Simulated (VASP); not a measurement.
Here is a VASP 6.6.1 calculation.

Contents of POSCAR:

```
Ga2O
1.0
   -2.2767765048      4.0067283448      2.7407062228
    2.2767765048     -4.0067283448      2.7407062228
    2.2767765048      4.0067283448     -2.7407062228
Ga O
4 2
Direct
    0.1668357404      0.3376592390      0.5044949794
    0.6668357404      0.1623407610      0.8291765015
    0.8331642596      0.6623407610      0.4955050206
    0.3331642596      0.8376592390      0.1708234985
    0.7500000000      0.2500000000      0.5000000000
    0.2500000000      0.7500000000      0.5000000000
```

Contents of INCAR.step1:

```
SYSTEM = Ga2O
  PREC = Accurate
  ENCUT = 520
  ISMEAR = 0
  SIGMA = 0.1
  LREAL = .False.
  LASPH = .True.
  NELM = 100
  NBANDS = 41
  GGA = PE
  ALGO = Normal
  EDIFF = 1E-4
  LWAVE = .True.
  LCHARG = .False.
```

Contents of INCAR.step2:

```
SYSTEM = Ga2O
  PREC = Accurate
  ENCUT = 520
  EDIFF = 1E-7
  ISMEAR = 0
  SIGMA = 0.1
  LREAL = .False.
  LASPH = .True.
  NELM = 100
  ALGO = Normal
  ISIF = 2
  LWAVE = .False.
  LCHARG = .False.
  METAGGA = R2SCAN
  LMIXTAU = .True.
  NBANDS = 41
  ISTART = 1
```

KPOINTS

```
Automatic mesh
0
Gamma
  10 10 10
  0 0 0
```

Potentials or basis: VASP PAW PBE potentials, release 64 (Ga_d, O).

Run with:

```sh
$ cat potpaw_PBE.64/Ga_d/POTCAR potpaw_PBE.64/O/POTCAR > POTCAR
$ cp INCAR.step1 INCAR
$ mpirun -np 1 vasp_std > vasp.out
$ cp INCAR.step2 INCAR
$ mpirun -np 1 vasp_std > vasp.out
```

**Question.** Estimate the band gap on the k mesh.

**Answer.** Zero (bands 32 and 33 overlap by 1.31 eV).

**Question.** Predict the largest force.

**Answer.** 0.249 eV/Å.

**Question.** Estimate the pressure.

**Answer.** -3.8 GPa.

Forces on the atoms (eV/Å):
```
Ga   0.193 -0.156  0.000
Ga  -0.193 -0.156  0.000
Ga  -0.193  0.156  0.000
Ga   0.193  0.156  0.000
O    0.000  0.000  0.000
O    0.000  0.000  0.000
```

Caveat: the cell stands under tension; the PAW data sets were made with another functional, which shifts forces and pressure a little.
